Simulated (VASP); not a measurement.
# Os in VASP: a series of runs

The runs below take Os through single point, with PBEsol.

All numbers are computed with VASP 6.6.1; they aren't measurements. Logs are shortened: lines on timing, memory, paths and dates and some standing lists are left out, and cuts for length are marked.

**1. The cell of the first run**

The structure is cubic, space group Fm-3m (No. 225). The conventional cell has a = 3.696 Å, b = 3.696 Å, c = 3.696 Å, α = 90.00°, β = 90.00°, γ = 90.00°. Os (site symmetry m-3m) has 12 Os at 2.61 Å within 3.4 Å.

**2. Single point, PBEsol (strain -0.050 along x and y, -0.050 along z)**

Input file INCAR:

```
PREC = Accurate
ENCUT = 520
EDIFF = 1E-6
ISMEAR = 0
SIGMA = 0.15
LREAL = F
LASPH = T
NELM = 80
ALGO = Fast
ISIF = 2
LWAVE = F
LCHARG = F
GGA = PS
NBANDS = 10
```

Input file KPOINTS:

```
regular mesh
0
Gamma
  20 20 20
```

Input file POSCAR:

```
Os
1.0
    0.0000000000      1.8477500000      1.8477500000
    1.8477500000      0.0000000000      1.8477500000
    1.8477500000      1.8477500000      0.0000000000
Os
1
Direct
    0.0000000000      0.0000000000      0.0000000000
```

Potentials or basis: VASP PAW PBE potentials, release 64 (Os).

On the command line:

```bash
$ cat potpaw_PBE.64/Os/POTCAR > POTCAR
$ mpirun -np 1 vasp_std > vasp.out
```

OUTCAR:

```text
PREC = Accurate
   ENCUT = 520
   EDIFF = 1E-6
   ISMEAR = 0
   LREAL = F
   LASPH = T
   NELM = 80
   ISIF = 2
   GGA = PS

 ion  position               nearest neighbor table
   1  0.000  0.000  0.000-

  LATTYP: Found a face centered cubic cell.
 ALAT       =     3.6955000000

  Lattice vectors:

 A1 = (   0.0000000000,   1.8477500000,   1.8477500000)
 A2 = (   1.8477500000,   0.0000000000,   1.8477500000)
 A3 = (   1.8477500000,   1.8477500000,   0.0000000000)

Analysis of symmetry for initial positions (statically):
=====================================================================
 Subroutine PRICEL returns:
 Original cell was already a primitive cell.

 Routine SETGRP: Setting up the symmetry group for a
 face centered cubic supercell.

 Subroutine GETGRP returns: Found 48 space group operations
 (whereof 48 operations were pure point group operations)
 out of a pool of 48 trial point group operations.

The static configuration has the point symmetry O_h .

Analysis of symmetry for dynamics (positions and initial velocities):
=====================================================================
 Subroutine PRICEL returns:
 Original cell was already a primitive cell.

 Routine SETGRP: Setting up the symmetry group for a
 face centered cubic supercell.

 Subroutine GETGRP returns: Found 48 space group operations
 (whereof 48 operations were pure point group operations)
 out of a pool of 48 trial point group operations.

The dynamic configuration has the point symmetry O_h .

 Subroutine INISYM returns: Found 48 space group operations
 (whereof 48 operations are pure point group operations),
 and found     1 'primitive' translations

----------------------------------------------------------------------------------------

                                     Primitive cell

  volume of cell :      12.6171

  direct lattice vectors                    reciprocal lattice vectors
     0.000000000  1.847750000  1.847750000    -0.270599378  0.270599378  0.270599378
     1.847750000  0.000000000  1.847750000     0.270599378 -0.270599378  0.270599378
     1.847750000  1.847750000  0.000000000     0.270599378  0.270599378 -0.270599378

  length of vectors
     2.613113110  2.613113110  2.613113110     0.468691871  0.468691871  0.468691871

  position of ions in fractional coordinates (direct lattice)
     0.000000000  0.000000000  0.000000000

  ion indices of the primitive-cell ions
[... 66 lines left out ...]
   ISTART =      0    job   : 0-new  1-cont  2-samecut
   ICHARG =      2    charge: 1-file 2-atom 10-const
   ISPIN  =      1    spin polarized calculation?
   LNONCOLLINEAR =      F non collinear calculations
   LSORBIT =      F    spin-orbit coupling
   LASPH  =      T    aspherical Exc in radial PAW
   ENCUT  =  520.0 eV  38.22 Ry    6.18 a.u.   4.86  4.86  4.86*2*pi/ulx,y,z
   NELM   =     80;   NELMIN=  2; NELMDL= -5     # of ELM steps
   EDIFF  = 0.1E-05   stopping-criterion for ELM
   LREAL  =      F    real-space projection
[... 7 lines left out ...]
   TEBEG  =    0.0;   TEEND  =   0.0 temperature during run
   PSTRESS=    0.0 pullay stress
   NELECT =       8.0000    total number of electrons
   NUPDOWN=      -1.0000    fix difference up-down
   EMIN   =  10.00;   EMAX   =-10.00  energy-range for DOS
   EFERMI =   0.00;   METHOD = LEGACY
   ISMEAR =     0;   SIGMA  =   0.15  broadening in eV -4-tet -1-fermi 0-gaus
   EFERMI_NEDOS =   21; number of points for ismear=-14 and -15
   IALGO  =     68    algorithm
   IMIX   =      4    mixing-type and parameters
     AMIX     =   0.40;   BMIX     =  1.00
     AMIX_MAG =   1.60;   BMIX_MAG =  1.00
  volume/ion in A,a.u.               =      12.62        85.14
  Fermi-wavevector in a.u.,A,eV,Ry     =   1.406431  2.657768 26.912961  1.978047
  Thomas-Fermi vector in A             =   2.528792
   LORBIT       =      0    0 simple, 1 ext, 2 COOP (PROOUT), +10 PAW based schemes
   GGA     = PS    functional components
   LHFCALC =     F    Hartree Fock is set to
   AEXX    =    0.0000 exact exchange contribution
   IVDW    =     0    specifies the selected vdW correction
   LEPSILON=     F    determine dielectric tensor
   LRPA    =     F    only Hartree local field effects (RPA)
 non-spin polarized calculation
 RMM-DIIS sequential band-by-band and
 Gauss-broadening in eV      SIGMA  =   0.15
  energy-cutoff  :      520.00
  volume of cell :       12.62
 maximum number of plane-waves:       350
   NGX =  9   NGY =  9   NGZ =  9

 number of electron       8.0000000 magnetization

 Free energy of the ion-electron system (eV)
  ---------------------------------------------------
  ext. energy  EPLUGINS =         0.00000000
  ---------------------------------------------------
  free energy    TOTEN  =       -11.88728939 eV

  energy without entropy =      -11.87789737  energy(sigma->0) =      -11.88259338

 E-fermi :  10.8634     XC(G=0): -14.7466

 val. band max:       10.8187606808   @ k =  -0.3500   0.4500   0.1500
 cond. band min:      10.8643483797   @ k =   0.0500   0.0000   0.0000
 fundamental gap:      0.0455876990
 Fermi energy:        10.8634205576

 k-point     1 :       0.0000    0.0000    0.0000
  band No.  band energies     occupation
      1      -1.0046      2.00000
      2       7.3089      2.00000
      3       7.3089      2.00000
      4       7.3089      2.00000
      5      10.9153      0.62442
      6      10.9153      0.62442
      7      24.9788      0.00000
      8      31.4305      0.00000
      9      31.4305      0.00000
     10      31.4305      0.00000
[... 287 lines left out ...]
 k-point    24 :      -0.3500    0.0500    0.0000
  band No.  band energies     occupation
      1       2.2445      2.00000
      2       7.3208      2.00000
      3       7.4676      2.00000
      4       8.2216      2.00000
      5      12.2292      0.00000
      6      13.2894      0.00000
      7      23.1658      0.00000
      8      26.9436      0.00000
      9      33.8098      0.00000
     10      35.5773      0.00000

 [... further k-points ...]
[... 5 lines left out ...]
  --------------------------------------------------------------------------------------
  -------------------------------------------------------------------------------------
  Total        4.4269942      4.4269942      4.4269942      0.0000000      0.0000000      0.0000000
  in kB      562.1599515    562.1599515    562.1599515      0.0000000      0.0000000      0.0000000
  external PRESSURE =     562.1599515 kB  Pullay stress =       0.0000000 kB

 VOLUME and BASIS-vectors are now :
 -----------------------------------------------------------------------------
  energy-cutoff  :      520.00
  volume of cell :       12.62
      direct lattice vectors                 reciprocal lattice vectors
     0.000000000  1.847750000  1.847750000    -0.270599378  0.270599378  0.270599378
     1.847750000  0.000000000  1.847750000     0.270599378 -0.270599378  0.270599378
     1.847750000  1.847750000  0.000000000     0.270599378  0.270599378 -0.270599378

 POSITION                                       TOTAL-FORCE (eV/Angst)
 -----------------------------------------------------------------------------------
      0.00000      0.00000      0.00000         0.000000     -0.000000      0.000000
 -----------------------------------------------------------------------------------
    total drift:                                0.000000      0.000000     -0.000000

  FREE ENERGIE OF THE ION-ELECTRON SYSTEM (eV)
  ---------------------------------------------------
  free  energy   TOTEN  =       -11.8872893906 eV

  energy  without entropy=      -11.8778973742  energy(sigma->0) =      -11.88259338
```

OSZICAR:

```text
N       E                     dE             d eps       ncg     rms          rms(c)
DAV:   1     0.387203686084E+02    0.38720E+02   -0.43179E+03  5248   0.758E+02
DAV:   2    -0.115612410532E+02   -0.50282E+02   -0.47109E+02  5354   0.211E+02
DAV:   3    -0.125639925389E+02   -0.10028E+01   -0.99764E+00  5998   0.278E+01
DAV:   4    -0.125663716941E+02   -0.23792E-02   -0.23781E-02  5540   0.150E+00
DAV:   5    -0.125663801613E+02   -0.84672E-05   -0.84675E-05  5702   0.817E-02    0.217E+01
RMM:   6    -0.120682878335E+02    0.49809E+00   -0.19197E-01  5130   0.333E+00    0.104E+01
RMM:   7    -0.118912056732E+02    0.17708E+00   -0.22830E-01  5226   0.336E+00    0.847E-01
RMM:   8    -0.118902894368E+02    0.91624E-03   -0.57375E-03  5582   0.944E-01    0.988E-01
RMM:   9    -0.118903691949E+02   -0.79758E-04   -0.62621E-04  5878   0.215E-01    0.943E-01
RMM:  10    -0.118909935027E+02   -0.62431E-03   -0.11347E-03  5549   0.240E-01    0.347E-01
RMM:  11    -0.118892926029E+02    0.17009E-02   -0.54740E-04  5329   0.288E-01    0.204E+00
RMM:  12    -0.118880880146E+02    0.12046E-02   -0.42716E-04  5355   0.173E-01    0.133E+00
RMM:  13    -0.118875529634E+02    0.53505E-03   -0.31711E-04  5611   0.129E-01    0.795E-01
RMM:  14    -0.118873329756E+02    0.21999E-03   -0.19085E-04  5474   0.986E-02    0.349E-01
RMM:  15    -0.118872930951E+02    0.39881E-04   -0.54652E-05  5663   0.514E-02    0.128E-01
RMM:  16    -0.118872894715E+02    0.36236E-05   -0.61863E-06  5791   0.178E-02    0.413E-02
RMM:  17    -0.118872893906E+02    0.80836E-07   -0.92439E-07  3788   0.678E-03
   1 F= -.11887289E+02 E0= -.11882593E+02  d E =-.939202E-02
```

stdout:

```text
POSCAR found type information on POSCAR Os
 POSCAR found :  1 types and       1 ions
 scaLAPACK will be used
 -----------------------------------------------------------------------------
|                                                                             |
|                                                                             |
|     You enforced a specific xc type in the INCAR file but a different       |
|     I HOPE YOU KNOW WHAT YOU ARE DOING!                                     |
|                                                                             |
 -----------------------------------------------------------------------------

 LDA part: xc-table for (Slater+PW92), standard interpolation
 POSCAR, INCAR and KPOINTS ok, starting setup
 FFT: planning ... GRIDC
 FFT: planning ... GRID_SOFT
 FFT: planning ... GRID
 WAVECAR not read
 entering main loop
```

It took 21 s on 1 thread of Intel Xeon 6975P-C (Granite Rapids), shared host; peak memory 0.15 GiB.

What came out:

| Item | Value |
| --- | --- |
| Free energy | -11.8873 eV |
| Pressure | 56.2 GPa |
| Band gap on the k mesh | zero (band 4 reaches 13.75 eV, above the bottom of band 5 at 9.01 eV) |

Levels at points of the mesh, in eV from the Fermi level:
| k point | band 1 | band 2 | band 3 | band 4 | band 5 | band 6 | band 7 | band 8 | band 9 |
| --- | --- | --- | --- | --- | --- | --- | --- | --- | --- |
| (0.00, 0.00, 0.00) | -11.87 | -3.55 | -3.55 | -3.55 | 0.05 | 0.05 | 14.12 | 20.57 | 20.57 |
| (0.50, 0.00, 0.00) | -8.79 | -3.76 | -3.76 | -0.27 | 2.91 | 2.91 | 10.44 | 13.67 | 21.45 |
| (0.50, 0.50, 0.00) | -8.85 | -8.05 | 2.62 | 2.88 | 3.74 | 3.74 | 12.96 | 12.96 | 14.14 |

Caveat: the cell differs from its parent crystal (strain -0.050 along x and y, -0.050 along z); the PAW data sets were made with another functional, which shifts forces and pressure a little; spin-orbit coupling is left out, which moves the levels of the heavy elements.

(Part 1 of 2 ends here.)
